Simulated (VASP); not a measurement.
# Ta (Im-3m) in VASP: single point with PBE

Aim: the single point of Ta with PBE.

All numbers are computed with VASP 6.6.1; they aren't measurements. Logs are shortened: lines on timing, memory, paths and dates and some standing lists are left out, and cuts for length are marked.

## (1) The cell of the first run

The structure is cubic, space group Im-3m (No. 229). Conventional cell: a = 3.319 Å, b = 3.319 Å, c = 3.319 Å, α = 90.00°, β = 90.00°, γ = 90.00°. Within 3.8 Å of Ta (site symmetry m-3m) lie 14 Ta at 2.87 to 3.32 Å.

## (2) Single point, PBE

Contents of INCAR:

```
PREC = Accurate
ENCUT = 500
EDIFF = 1E-6
ISMEAR = 0
SIGMA = 0.15
LREAL = F
LASPH = T
NELM = 120
ALGO = Normal
ISIF = 2
LWAVE = F
LCHARG = F
GGA = PE
NBANDS = 30
GGA_COMPAT = F
```

Contents of KPOINTS:

```
Automatic mesh
0
Gamma
  22 22 7
```

Contents of POSCAR:

```
Ta
1.0
   -1.6593948201      1.6593948201     -1.6593948201
   -1.6593948201     -1.6593948201      1.6593948201
    0.0000000000      6.6375792803      6.6375792803
Ta
4
Direct
    0.0000000000      0.0000000000      0.0000000000
    0.5000000000      0.5000000000      0.2500000000
    0.0000000000      0.0000000000      0.5000000000
    0.5000000000      0.5000000000      0.7500000000
```

Potentials or basis: VASP PAW PBE potentials, release 64 (Ta_pv).

The run is started by

```console
> cat potpaw_PBE.64/Ta_pv/POTCAR > POTCAR
> mpirun -np 1 vasp_std > vasp.out
```

OUTCAR:

```text
PREC = Accurate
   ENCUT = 500
   EDIFF = 1E-6
   ISMEAR = 0
   LREAL = F
   LASPH = T
   NELM = 120
   ISIF = 2
   GGA = PE

 ion  position               nearest neighbor table
   1  0.000  0.000  0.000-   2 2.87   4 2.87   2 2.87   4 2.87   2 3.32   4 3.32   2 3.32   4 3.32

   2  0.500  0.500  0.250-   1 2.87   3 2.87   1 2.87   3 2.87   1 3.32   3 3.32   1 3.32   3 3.32

   3  0.000  0.000  0.500-   2 2.87   4 2.87   2 2.87   4 2.87   2 3.32   4 3.32   2 3.32   4 3.32

   4  0.500  0.500  0.750-   1 2.87   3 2.87   1 2.87   3 2.87   1 3.32   3 3.32   1 3.32   3 3.32

  LATTYP: Found a base centered orthorhombic cell.
 ALAT       =     3.3187896402
 B/A-ratio  =     1.4142135624
 C/A-ratio  =     2.8284271247

  Lattice vectors:

 A1 = (  -1.6593948201,   1.6593948201,  -1.6593948201)
 A2 = (  -1.6593948201,  -1.6593948201,   1.6593948201)
 A3 = (   0.0000000000,   6.6375792803,   6.6375792803)

Analysis of symmetry for initial positions (statically):
=====================================================================
 Subroutine PRICEL returns following result:

  LATTYP: Found a body centered cubic cell.
 ALAT       =     3.3187896402

  Lattice vectors:

 A1 = (   1.6593948201,   1.6593948201,  -1.6593948201)
 A2 = (  -1.6593948201,  -1.6593948201,  -1.6593948201)
 A3 = (  -1.6593948201,   1.6593948201,   1.6593948201)

   4 primitive cells build up your supercell.

 Routine SETGRP: Setting up the symmetry group for a
 base centered orthorhombic supercell.

 Subroutine GETGRP returns: Found  8 space group operations
 (whereof  8 operations were pure point group operations)
 out of a pool of  8 trial point group operations.

The static configuration has the point symmetry D_2h.

Analysis of symmetry for dynamics (positions and initial velocities):
=====================================================================
 Subroutine PRICEL returns following result:

  LATTYP: Found a body centered cubic cell.
 ALAT       =     3.3187896402

  Lattice vectors:

 A1 = (   1.6593948201,   1.6593948201,  -1.6593948201)
 A2 = (  -1.6593948201,  -1.6593948201,  -1.6593948201)
 A3 = (  -1.6593948201,   1.6593948201,   1.6593948201)

   4 primitive cells build up your supercell.

 Routine SETGRP: Setting up the symmetry group for a
 base centered orthorhombic supercell.

 Subroutine GETGRP returns: Found  8 space group operations
 (whereof  8 operations were pure point group operations)
 out of a pool of  8 trial point group operations.

The dynamic configuration has the point symmetry D_2h.

 Subroutine INISYM returns: Found  8 space group operations
 (whereof  8 operations are pure point group operations),
 and found     4 'primitive' translations

----------------------------------------------------------------------------------------

                                     Primitive cell

  volume of cell :      18.2772

  direct lattice vectors                    reciprocal lattice vectors
     1.659394820  1.659394820 -1.659394820     0.000000000  0.301314668 -0.301314668
    -1.659394820 -1.659394820 -1.659394820    -0.301314668 -0.000000000 -0.301314668
    -1.659394820  1.659394820  1.659394820    -0.301314668  0.301314668  0.000000000

  length of vectors
     2.874156138  2.874156138  2.874156138     0.426123291  0.426123291  0.426123291

  position of ions in fractional coordinates (direct lattice)
     0.000000000  0.000000000  0.000000000

  ion indices of the primitive-cell ions
   primitive index   ion index
                 1           1

----------------------------------------------------------------------------------------

 KPOINTS: Automatic mesh

Automatic generation of k-mesh.
 Grid dimensions read from file:
 generate k-points for:   22   22    7

 Generating k-lattice:

  Cartesian coordinates                     Fractional coordinates (reciprocal lattice)
    -0.013696121  0.006848061 -0.006848061     0.045454545  0.000000000  0.000000000
    -0.013696121 -0.006848061  0.006848061     0.000000000  0.045454545  0.000000000
     0.000000000  0.010761238  0.010761238     0.000000000  0.000000000  0.142857143

  Length of vectors
     0.016774254  0.016774254  0.015218689

  Shift w.r.t. Gamma in fractional coordinates (k-lattice)
     0.000000000  0.000000000  0.000000000

 Subroutine IBZKPT returns following result:
 ===========================================

 Found    532 irreducible k-points:

 Following reciprocal coordinates:
            Coordinates               Weight
  0.000000  0.000000  0.000000      1.000000
  0.045455  0.000000  0.000000      4.000000
  0.090909  0.000000  0.000000      4.000000
  0.136364  0.000000  0.000000      4.000000
  0.181818  0.000000  0.000000      4.000000
  0.227273  0.000000  0.000000      4.000000
[... 16 lines left out ...]
  0.500000  0.045455  0.000000      4.000000
 -0.454545  0.045455  0.000000      4.000000
 [... further k-points ...]
   k-points           NKPTS =    532   k-points in BZ     NKDIM =    532   number of bands    NBANDS=     30
   number of dos      NEDOS =    301   number of ions     NIONS =      4
   total plane-waves  NPLWV =  40320
   dimension x,y,z NGX =    24 NGY =   24 NGZ =   70
   dimension x,y,z NGXF=    48 NGYF=   48 NGZF=  140
   ions per type =               4
   NGX,Y,Z   is equivalent  to a cutoff of  13.88, 13.88, 12.40 a.u.
   NGXF,Y,Z  is equivalent  to a cutoff of  27.76, 27.76, 24.79 a.u.
 SYSTEM =  unknown system
   PREC   = accura    normal or accurate (medium, high low for compatibility)
   ISTART =      0    job   : 0-new  1-cont  2-samecut
   ICHARG =      2    charge: 1-file 2-atom 10-const
   ISPIN  =      1    spin polarized calculation?
   LNONCOLLINEAR =      F non collinear calculations
   LSORBIT =      F    spin-orbit coupling
   LASPH  =      T    aspherical Exc in radial PAW
   ENCUT  =  500.0 eV  36.75 Ry    6.06 a.u.   5.24  5.24 17.11*2*pi/ulx,y,z
   NELM   =    120;   NELMIN=  2; NELMDL= -5     # of ELM steps
   EDIFF  = 0.1E-05   stopping-criterion for ELM
   LREAL  =      F    real-space projection
   EDIFFG = 0.1E-04   stopping-criterion for IOM
   NSW    =      0    number of steps for IOM
   IBRION =     -1    ionic relax: 0-MD 1-quasi-New 2-CG
   NFREE  =      0    steps in history (QN), initial steepest desc. (CG)
   ISIF   =      2    stress and relaxation
   ISYM   =      2    0-nonsym 1-usesym 2-fastsym
   POTIM  = 0.5000    time-step for ionic-motion
   TEBEG  =    0.0;   TEEND  =   0.0 temperature during run
   PSTRESS=    0.0 pullay stress
   NELECT =      44.0000    total number of electrons
   NUPDOWN=      -1.0000    fix difference up-down
   EMIN   =  10.00;   EMAX   =-10.00  energy-range for DOS
   EFERMI =   0.00;   METHOD = LEGACY
   ISMEAR =     0;   SIGMA  =   0.15  broadening in eV -4-tet -1-fermi 0-gaus
   EFERMI_NEDOS =   21; number of points for ismear=-14 and -15
   IALGO  =     38    algorithm
   IMIX   =      4    mixing-type and parameters
     AMIX     =   0.40;   BMIX     =  1.00
     AMIX_MAG =   1.60;   BMIX_MAG =  1.00
  volume/ion in A,a.u.               =      18.28       123.34
  Fermi-wavevector in a.u.,A,eV,Ry     =   1.382195  2.611970 25.993429  1.910463
  Thomas-Fermi vector in A             =   2.506909
   LORBIT       =      0    0 simple, 1 ext, 2 COOP (PROOUT), +10 PAW based schemes
   GGA     = PE    functional components
   LHFCALC =     F    Hartree Fock is set to
   AEXX    =    0.0000 exact exchange contribution
   IVDW    =     0    specifies the selected vdW correction
   LEPSILON=     F    determine dielectric tensor
   LRPA    =     F    only Hartree local field effects (RPA)
 non-spin polarized calculation
 Gauss-broadening in eV      SIGMA  =   0.15
  energy-cutoff  :      500.00
  volume of cell :       73.11
 maximum number of plane-waves:      1888
 NGX is ok and might be reduce to    24
   NGX = 11   NGY = 11   NGZ = 35

 number of electron      43.9999997 magnetization

 Free energy of the ion-electron system (eV)
  ---------------------------------------------------
  ext. energy  EPLUGINS =         0.00000000
  ---------------------------------------------------
  free energy    TOTEN  =       -47.27962128 eV

  energy without entropy =      -47.21928317  energy(sigma->0) =      -47.24945222

 E-fermi :   5.3659     XC(G=0): -12.5438

 val. band max:        5.3658146434   @ k =   0.1818   0.0909   0.0000
 cond. band min:       5.3663707953   @ k =  -0.3182   0.2727   0.4286
 fundamental gap:      0.0005561519
 Fermi energy:         5.3659394374

 k-point     1 :       0.0000    0.0000    0.0000
  band No.  band energies     occupation
      1     -28.8813      2.00000
      2     -28.3458      2.00000
      3     -28.3458      2.00000
      4     -28.1262      2.00000
      5     -27.9479      2.00000
      6     -27.9479      2.00000
[... 22 lines left out ...]
     29       8.7454      0.00000
     30       9.1994      0.00000

 k-point     2 :       0.0455    0.0000    0.0000
  band No.  band energies     occupation
      1     -28.8741      2.00000
      2     -28.3522      2.00000
      3     -28.3522      2.00000
      4     -28.1327      2.00000
      5     -27.9478      2.00000
      6     -27.9478      2.00000
[... 22 lines left out ...]
     29       8.7769      0.00000
     30       9.1589      0.00000

 k-point     3 :       0.0909    0.0000    0.0000
  band No.  band energies     occupation
      1     -28.8525      2.00000
      2     -28.3723      2.00000
      3     -28.3723      2.00000
      4     -28.1539      2.00000
      5     -27.9498      2.00000
      6     -27.9498      2.00000
[... 22 lines left out ...]
     29       9.0440      0.00000
     30       9.0638      0.00000

 k-point     4 :       0.1364    0.0000    0.0000
  band No.  band energies     occupation
      1     -28.8173      2.00000
      2     -28.4074      2.00000
      3     -28.4074      2.00000
      4     -28.1937      2.00000
      5     -27.9610      2.00000
      6     -27.9610      2.00000
[... 616 lines left out ...]
     29      10.0691      0.00000
     30      10.1636      0.00000

 k-point    23 :       0.5000    0.0455    0.0000
  band No.  band energies     occupation
      1     -28.8749      2.00000
      2     -28.8749      2.00000
      3     -28.6841      2.00000
      4     -28.6730      2.00000
      5     -28.2909      2.00000
      6     -28.1811      2.00000
[... 22 lines left out ...]
     29      10.0205      0.00000
     30      10.1501      0.00000

 k-point    24 :      -0.4545    0.0455    0.0000
  band No.  band energies     occupation
      1     -28.8540      2.00000
      2     -28.8540      2.00000
      3     -28.6783      2.00000
      4     -28.6420      2.00000
      5     -28.3718      2.00000
      6     -28.1279      2.00000
[... 22 lines left out ...]
     29      10.0205      0.00000
     30      10.1003      0.00000

 [... further k-points ...]

------------------------ aborting loop because EDIFF is reached ----------------------------------------

  FORCE on cell =-STRESS in cart. coord.  units (eV):
  Direction    XX          YY          ZZ          XY          YZ          ZX
  --------------------------------------------------------------------------------------
  -------------------------------------------------------------------------------------
  Total        0.1360144      0.1220665      0.1220665     -0.0000000     -0.0128358      0.0000000
  in kB        2.9807552      2.6750862      2.6750862     -0.0000000     -0.2812968      0.0000000
  external PRESSURE =       2.7769759 kB  Pullay stress =       0.0000000 kB

 VOLUME and BASIS-vectors are now :
 -----------------------------------------------------------------------------
  energy-cutoff  :      500.00
  volume of cell :       73.11
      direct lattice vectors                 reciprocal lattice vectors
    -1.659394820  1.659394820 -1.659394820    -0.301314668  0.150657334 -0.150657334
    -1.659394820 -1.659394820  1.659394820    -0.301314668 -0.150657334  0.150657334
     0.000000000  6.637579280  6.637579280     0.000000000  0.075328667  0.075328667

 POSITION                                       TOTAL-FORCE (eV/Angst)
 -----------------------------------------------------------------------------------
      0.00000      0.00000      0.00000        -0.000000      0.000000      0.000000
     -1.65939      1.65939      1.65939        -0.000000     -0.000000      0.000000
      0.00000      3.31879      3.31879         0.000000     -0.000000     -0.000000
     -1.65939      4.97818      4.97818         0.000000      0.000000     -0.000000
 -----------------------------------------------------------------------------------
    total drift:                               -0.000000      0.000000     -0.000000

  FREE ENERGIE OF THE ION-ELECTRON SYSTEM (eV)
  ---------------------------------------------------
  free  energy   TOTEN  =       -47.2796212792 eV

  energy  without entropy=      -47.2192831664  energy(sigma->0) =      -47.24945222
```

Wall time 5.1 min (1 thread of Intel Xeon 6975P-C (Granite Rapids), shared host); peak memory 0.81 GiB.

Results:

| Quantity | Value |
| --- | --- |
| Free energy | -47.2796 eV |
| Pressure | 0.3 GPa |
| Band gap on the k mesh | zero (bands 22 and 23 overlap by 2.04 eV) |

Levels at points of the mesh, in eV from the Fermi level:
```csv
k point,band 19,band 20,band 21,band 22,band 23,band 24,band 25,band 26
"(0.00, 0.00, 0.00)",-0.53,-0.08,-0.08,0.74,0.74,0.74,1.52,3.29
"(0.50, 0.00, 0.00)",-1.40,-1.40,-0.56,-0.56,1.52,1.52,3.56,3.56
"(0.50, 0.50, 0.00)",-1.86,-1.50,1.11,1.11,1.52,1.71,1.71,3.83
```

Caveat: spin-orbit coupling is left out, which moves the levels of the heavy elements.
